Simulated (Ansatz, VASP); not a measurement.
**PbS in VASP and in Ansatz**

```
CELL_PARAMETERS angstrom
0.00000 2.92326 2.92326
2.92326 0.00000 2.92326
2.92326 2.92326 0.00000
ATOMIC_POSITIONS crystal
Pb 0.50000 0.50000 0.50000
S 0.00000 0.00000 0.00000
```

Alike in both runs: functional LDA; k mesh 10 × 10 × 10; occupations gaussian, width 0.02 eV; no spin polarisation.

Ansatz relaxed the structure, and its values are those at the end. VASP's run is a single point on that final structure, the one shown.

|  | VASP | Ansatz |
| --- | --- | --- |
| version | VASP 6.6.1 | Ansatz 0.2.0 |
| potentials or method | VASP PAW LDA potentials, release 64 (Pb_d, S), cutoff 500 eV | scalar-relativistic, plane waves, PAW |
| valence electrons in the cell | 20 | 20 |

```tsv
	VASP	Ansatz	Ansatz less VASP
gap on the k mesh at the Fermi level (eV)	0.04	0.07	+0.033
least direct gap on the mesh (eV)	0.04	0.07	+0.033
pressure (GPa)	0.0	0.0	-0.05
```

Ansatz warns that its potentials were made for another functional, while VASP's fit it. LDA's correlation is that of Perdew and Zunger in VASP and of Perdew and Wang (1992) in Ansatz.

Spin-orbit coupling is off throughout.
